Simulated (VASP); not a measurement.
# BaO (Fm-3m) in VASP: a series of runs, part 2 of 2

VASP 6.6.1.

## 4. Single point, PBE, non-collinear spin, zero start, spin-orbit coupling

File INCAR:

```
SYSTEM = BaO
PREC     = Accurate       ! precision mode
ENCUT    = 600            ! plane-wave cutoff, eV
EDIFF    = 1E-6           ! SCF threshold, eV
ISMEAR   = 0              ! smearing method
SIGMA    = 0.01           ! smearing width, eV
LREAL    = .FALSE.        ! projectors in reciprocal space
LASPH    = .TRUE.         ! aspherical terms in the spheres
NELM     = 200            ! most SCF steps
ALGO     = Normal         ! electronic algorithm
ISIF     = 2              ! what is computed and relaxed
LWAVE    = .FALSE.        ! write WAVECAR
LCHARG   = .FALSE.        ! write CHGCAR
MAGMOM   = 0 0 0 0 0 0    ! initial moments
LORBIT   = 11             ! projections on sites
LSORBIT  = .TRUE.         ! spin-orbit coupling
GGA_COMPAT= .FALSE.      
LORBMOM  = .TRUE.       
GGA      = PE             ! functional
NBANDS   = 28             ! bands
```

File KPOINTS:

```
regular mesh
0
G
  8 8 8
  0 0 0
```

File POSCAR:

```
BaO
1.0
    0.0000000000      2.7719426840      2.7719426840
    2.7719426840      0.0000000000      2.7719426840
    2.7719426840      2.7719426840      0.0000000000
Ba O
1 1
Direct
    0.0000000000      0.0000000000      0.0000000000
    0.5000000000      0.5000000000      0.5000000000
```

Potentials or basis: VASP PAW PBE potentials, release 64 (Ba_sv, O).

On the command line:

```sh
$ cat potpaw_PBE.64/Ba_sv/POTCAR potpaw_PBE.64/O/POTCAR > POTCAR
$ mpirun -np 1 vasp_ncl > vasp.out
```

OUTCAR:

```text
SYSTEM = BaO
   PREC = Accurate
   ENCUT = 600
   EDIFF = 1E-6
   ISMEAR = 0
   LREAL = .FALSE.
   LASPH = .TRUE.
   NELM = 200
   ISIF = 2
   LORBIT = 11
   LSORBIT = .TRUE.
   GGA = PE

 ion  position               nearest neighbor table
   1  0.000  0.000  0.000-   2 2.77   2 2.77   2 2.77   2 2.77   2 2.77   2 2.77
   2  0.500  0.500  0.500-   1 2.77   1 2.77   1 2.77   1 2.77   1 2.77   1 2.77

  LATTYP: Found a face centered cubic cell.
 ALAT       =     5.5438853680

  Lattice vectors:

 A1 = (   0.0000000000,   2.7719426840,   2.7719426840)
 A2 = (   2.7719426840,   0.0000000000,   2.7719426840)
 A3 = (   2.7719426840,   2.7719426840,   0.0000000000)

Analysis of symmetry for initial positions (statically):
=====================================================================
 Subroutine PRICEL returns:
 Original cell was already a primitive cell.

 Routine SETGRP: Setting up the symmetry group for a
 face centered cubic supercell.

[... 1012 lines left out ...]
     0.0000000     0.0000000     0.0000000     0.0000000     0.0000000     0.0000000     0.0000000
     0.0000000     0.0000000     0.0000000     0.0000000     0.0000000     0.0000000     0.0000000
     0.0000000     0.0000000     0.0000000     0.0000000     0.0000000     0.0000000     0.0000000
     0.0000000     0.0000000     0.0000000     0.0000000     0.0000000     0.0000000     0.0000000
     0.0000000     0.0000000     0.0000000     0.0000000     0.0000000     0.0000000     0.0000000
     0.0000000     0.0000000     0.0000000     0.0000000     0.0000000     0.0000000     0.0000000

 Ion:    2  E_soc:     -0.0005503
 l=   1
     0.0000000    -0.0000917    -0.0000917
    -0.0000917     0.0000000    -0.0000917
    -0.0000917    -0.0000917     0.0000000
 l=   2
     0.0000000     0.0000000     0.0000000     0.0000000     0.0000000
     0.0000000     0.0000000     0.0000000     0.0000000     0.0000000
     0.0000000     0.0000000     0.0000000     0.0000000     0.0000000
     0.0000000     0.0000000     0.0000000     0.0000000     0.0000000
     0.0000000     0.0000000     0.0000000     0.0000000     0.0000000
 l=   3
     0.0000000     0.0000000     0.0000000     0.0000000     0.0000000     0.0000000     0.0000000
     0.0000000     0.0000000     0.0000000     0.0000000     0.0000000     0.0000000     0.0000000
     0.0000000     0.0000000     0.0000000     0.0000000     0.0000000     0.0000000     0.0000000
     0.0000000     0.0000000     0.0000000     0.0000000     0.0000000     0.0000000     0.0000000
     0.0000000     0.0000000     0.0000000     0.0000000     0.0000000     0.0000000     0.0000000
     0.0000000     0.0000000     0.0000000     0.0000000     0.0000000     0.0000000     0.0000000
     0.0000000     0.0000000     0.0000000     0.0000000     0.0000000     0.0000000     0.0000000

 total charge

# of ion       s       p       d       tot
------------------------------------------
    1        2.017   5.625   0.338   7.980
    2        1.555   3.380   0.000   4.936
--------------------------------------------------
tot          3.573   9.005   0.338  12.916

 magnetization (x)

# of ion       s       p       d       tot
------------------------------------------
    1        0.000   0.000   0.000   0.000
    2        0.000   0.000   0.000   0.000
--------------------------------------------------
tot          0.000   0.000   0.000   0.000

 magnetization (y)

# of ion       s       p       d       tot
------------------------------------------
    1       -0.000   0.000  -0.000  -0.000
    2        0.000   0.000   0.000   0.000
--------------------------------------------------
tot         -0.000   0.000  -0.000  -0.000

 magnetization (z)

# of ion       s       p       d       tot
------------------------------------------
    1       -0.000  -0.000   0.000  -0.000
    2        0.000  -0.000   0.000  -0.000
--------------------------------------------------
tot         -0.000  -0.000   0.000  -0.000
```

OSZICAR:

```text
N       E                     dE             d eps       ncg     rms          rms(c)
DAV:   1     0.100515798751E+03    0.10052E+03   -0.83323E+03  1624   0.118E+03
DAV:   2    -0.818151545825E+01   -0.10870E+03   -0.98933E+02  2228   0.240E+02
DAV:   3    -0.144771483781E+02   -0.62956E+01   -0.62300E+01  2116   0.563E+01
DAV:   4    -0.146090977011E+02   -0.13195E+00   -0.13180E+00  2116   0.706E+00
DAV:   5    -0.146103762583E+02   -0.12786E-02   -0.12785E-02  1920   0.652E-01    0.955E+00
DAV:   6    -0.122142083395E+02    0.23962E+01   -0.91846E+00  1688   0.237E+01    0.628E+00
DAV:   7    -0.120118918903E+02    0.20232E+00   -0.87524E-01  1760   0.725E+00    0.219E+00
DAV:   8    -0.119871522746E+02    0.24740E-01   -0.12074E-01  1772   0.356E+00    0.568E-01
DAV:   9    -0.119907530205E+02   -0.36007E-02   -0.95198E-03  2048   0.828E-01    0.207E-01
DAV:  10    -0.119920331815E+02   -0.12802E-02   -0.23101E-03  1676   0.421E-01    0.885E-02
DAV:  11    -0.119919650688E+02    0.68113E-04   -0.20275E-04  1868   0.128E-01    0.284E-02
DAV:  12    -0.119919668756E+02   -0.18068E-05   -0.82101E-05  1800   0.857E-02    0.214E-02
DAV:  13    -0.119919660434E+02    0.83222E-06   -0.29547E-05  1668   0.546E-02    0.613E-03
DAV:  14    -0.119919656649E+02    0.37849E-06   -0.15279E-06  1668   0.138E-02
   1 F= -.11991966E+02 E0= -.11991966E+02  d E =-.237373-105  mag=     0.0000    -0.0000     0.0000
```

stdout:

```text
POSCAR found type information on POSCAR BaO
 POSCAR found :  2 types and       2 ions
 scaLAPACK will be used
 LDA part: xc-table for (Slater+PW92), standard interpolation
 POSCAR, INCAR and KPOINTS ok, starting setup
 FFT: planning ... GRIDC
 FFT: planning ... GRID_SOFT
 FFT: planning ... GRID
 WAVECAR not read
 entering main loop
```

Wall time 38 s (1 thread of Intel Xeon 6975P-C (Granite Rapids), shared host); peak memory 0.33 GiB.

Results:

| Item | Value |
| --- | --- |
| Free energy | -11.9920 eV |
| Pressure | 2.7 GPa |
| Net moment | 0.00 μB per cell |
| Valence electrons inside the program's atomic spheres | Ba 7.98; O 4.94 |

Moments on the atoms (μB; x, y, z):
```
Ba  0.00 0.00 0.00
O   0.00 0.00 0.00
```

## 5. Summary

```csv
level,potentials or basis,spin,k mesh,cutoff (eV),gap on the mesh (eV),pressure (GPa)
LDA,"VASP PAW LDA potentials, release 64 (Ba_sv, O)",off,10 × 10 × 10,600,1.84,-2.8
r2SCAN,"VASP PAW PBE potentials, release 64 (Ba_sv, O)",off,8 × 8 × 8,660,2.32,1.6
PBE,"VASP PAW PBE potentials, release 64 (Ba_sv, O)","non-collinear, zero start, SOC",8 × 8 × 8,600,-,2.7
```

Alike in all rows: task single point; cell as given; smearing gaussian 0.01 eV.

Caveats: spin-orbit coupling is left out, which moves the levels of the heavy elements (some runs); the PAW data sets were made with another functional, which shifts forces and pressure a little (some runs).

Absolute energies hang on the potentials; compare differences alone.
